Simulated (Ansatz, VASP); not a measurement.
## SnSe: VASP beside Ansatz

File INCAR:

```
  PREC = Accurate
  ENCUT = 520
  EDIFF = 1E-6
  ISMEAR = 0
  SIGMA = 0.05
  LREAL = F
  LASPH = T
  NELM = 100
  ALGO = Normal
  ISIF = 2
  LWAVE = F
  LCHARG = T
  GGA = PE
  IVDW = 12
  LELF = T
  LVHAR = T
  NBANDS = 17
```

Contents of KPOINTS:

```
regular mesh
0
Gamma
  12 12 12
```

POSCAR

```
SnSe
1.0
    0.0000000000      3.4747911765      2.2586142647
    3.4747911765      0.0000000000      2.2586142647
    3.4747911765      3.4747911765      0.0000000000
Sn Se
1 1
Direct
    0.0000000000      0.0000000000      0.0000000000
    0.5000000000      0.5000000000      0.5000000000
```

Input for Ansatz:

```yaml
crystal:
  lattice:
    - [0.0, 3.4747911765, 2.2586142647]
    - [3.4747911765, 0.0, 2.2586142647]
    - [3.4747911765, 3.4747911765, 0.0]
  atoms:
    - { symbol: Sn, position: [0.0, 0.0, 0.0] }
    - { symbol: Se, position: [0.5, 0.5, 0.5] }
basis:
  ecutwfc: 420
kpoints:
  mp_grid: { grid: [12, 12, 12] }
hamiltonian:
  xc: pbe
  dispersion: d3bj
scf:
  occupations: { method: gaussian, width: 0.05 }
output:
  forces: true
  stress: true
  eigenvalues: true
```

Alike in both runs: task single point; functional PBE; dispersion D3(BJ); k mesh 12 × 12 × 12; occupations gaussian, width 0.05 eV; no spin polarisation.

|  | VASP | Ansatz |
| --- | --- | --- |
| version | VASP 6.6.1 | Ansatz 0.2.0 |
| potentials or method | VASP PAW PBE potentials, release 64 (Sn_d, Se), cutoff 520 eV | scalar-relativistic, plane waves, PAW |
| valence electrons in the cell | 20 | 30 |

VASP gave:

- gap on the k mesh at the Fermi level (eV): none
- pressure (GPa): 24.4
- traceless stress, the component that is largest in VASP (GPa): 51.05

Task: Which values does Ansatz return?

Result: gap on the k mesh at the Fermi level (eV): none; pressure (GPa): 24.6; traceless stress, the component that is largest in VASP (GPa): 51.43.

A gap of «none» marks a metal or a gap that the smearing closes. VASP's potentials hold 20 valence electrons a cell and Ansatz's 30, so a difference there can come from the potentials and not from the codes.
